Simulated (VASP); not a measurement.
Ge: single point with revPBE

The system is Ge.

```
CELL_PARAMETERS angstrom
0.00000 2.06201 2.06201
2.06201 0.00000 2.06201
2.06201 2.06201 0.00000
ATOMIC_POSITIONS crystal
Ge 0.00000 0.00000 0.00000
```

This cell differs from its parent crystal: volume scaled by 0.88.

```json
{
 "Program": "VASP 6.6.1",
 "Task": "single point",
 "Functional": "revPBE",
 "Potentials or basis": "VASP PAW PBE potentials, release 64 (Ge_d)",
 "Cutoff": "520 eV",
 "k mesh": "14 × 14 × 14",
 "Occupations": "fermi-dirac, width 0.1 eV",
 "Spin": "no spin polarisation"
}
```

The pressure is 10.0 GPa. The band gap on the k mesh is zero (band 7 reaches 17.49 eV, above the bottom of band 8 at 5.16 eV).

Levels at points of the mesh, in eV from the Fermi level:
```
           k point  band 4  band 5  band 6  band 7  band 8  band 9  band 10  band 11
(0.00, 0.00, 0.00)  -24.84  -24.84  -13.91    9.69    9.69    9.69    14.44    14.44
(0.50, 0.00, 0.00)  -24.78  -24.78   -8.11   -6.11    7.39    7.39    12.88    13.01
(0.50, 0.50, 0.00)  -24.77  -24.77   -5.54   -4.75    2.71    2.71     6.60     6.65
```

It took 18 s on 1 thread of Intel Xeon 8259CL, with other jobs on the host, peak memory 0.15 GiB.

Caveat: the PAW data sets were made with another functional, which shifts forces and pressure a little.
